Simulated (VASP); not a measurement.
Write the native input for VASP 6.6.1 that does the following.

```yaml
Task: single point
Functional: PBE
Potentials_or_basis: VASP PAW PBE potentials, release 64 (Si, Ni)
Cutoff: 520 eV
k_mesh: 10 × 10 × 8
Occupations: gaussian, width 0.1 eV
Spin: no spin polarisation
Dipole_correction: no
Further_INCAR_settings: ALGO = Normal; EDIFF = 1e-07; NBANDS = 27
```

The structure of Si2Ni lies in POSCAR:

```
Si2Ni
1.0
    2.5599907840      2.5599907840      0.0000000000
   -2.5599907840      2.5599907840      0.0000000000
    0.0000000000      0.0000000000      5.6428733026
Si Ni
4 2
Direct
    0.0000000000      0.5000000000      0.7500000000
    0.5000000000      0.0000000000      0.7500000000
    0.5000000000      0.0000000000      0.2500000000
    0.0000000000      0.5000000000      0.2500000000
    0.0000000000      0.0000000000      0.0000000000
    0.5000000000      0.5000000000      0.5000000000
```

This cell differs from its parent crystal: biaxial strain in the a-b plane: -6.0 %.

One way to write it, as run:

INCAR

```
PREC = Accurate
ENCUT = 520
EDIFF = 1E-7
ISMEAR = 0
SIGMA = 0.1
LREAL = F
LASPH = T
NELM = 80
ALGO = Normal
ISIF = 2
LWAVE = F
LCHARG = F
GGA = PE
NBANDS = 27
```

KPOINTS

```
regular mesh
0
Gamma
  10 10 8
```

Potentials or basis: VASP PAW PBE potentials, release 64 (Si, Ni).

Run with:

```sh
$ cat potpaw_PBE.64/Si/POTCAR potpaw_PBE.64/Ni/POTCAR > POTCAR
$ mpirun -np 1 vasp_std > vasp.out
```

Results of the run:

```json
{"Pressure": "15.5 GPa", "Band gap on the k mesh": "zero (bands 18 and 19 overlap by 1.85 eV)"}
```

Caveat: the cell differs from its parent crystal (biaxial strain in the a-b plane: -6.0 %); the cell stands under pressure.

It took 83 s on 1 thread of Intel(R) Xeon(R) 6975P-C (Granite Rapids) (shared host), peak memory 0.29 GiB.
